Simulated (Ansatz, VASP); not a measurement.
**Al2B2As in VASP and in Ansatz**

```
Al B As
1.0
     2.75870    0.00000    0.00000
    -1.37935    2.38910    0.00000
     0.00000    0.00000   11.45673
Al B As
2 2 1
Direct
  0.00000 0.00000 0.24119
  0.00000 0.00000 0.75881
  0.00000 0.00000 0.57002
  0.00000 0.00000 0.42998
  0.00000 0.00000 0.00000
```

Alike in both runs: functional PBE; k mesh 18 × 18 × 4; occupations gaussian, width 0.1 eV; no spin polarisation.

Ansatz relaxed the structure, and its values are those at the end. VASP's run is a single point on that final structure, the one shown.

|  | VASP | Ansatz |
| --- | --- | --- |
| version | VASP 6.6.1 | Ansatz 0.2.0 |
| potentials or method | VASP PAW PBE potentials, release 64 (Al, B, As), cutoff 520 eV | scalar-relativistic, plane waves, PAW |
| valence electrons in the cell | 17 | 27 |

|  | VASP | Ansatz | Ansatz less VASP |
| --- | --- | --- | --- |
| gap on the k mesh at the Fermi level (eV) | none | none | - |
| pressure (GPa) | 0.0 | 0.0 | -0.03 |

A gap of «none» marks a metal or a gap that the smearing closes. VASP's potentials hold 17 valence electrons a cell and Ansatz's 27, so a difference there can come from the potentials and not from the codes.
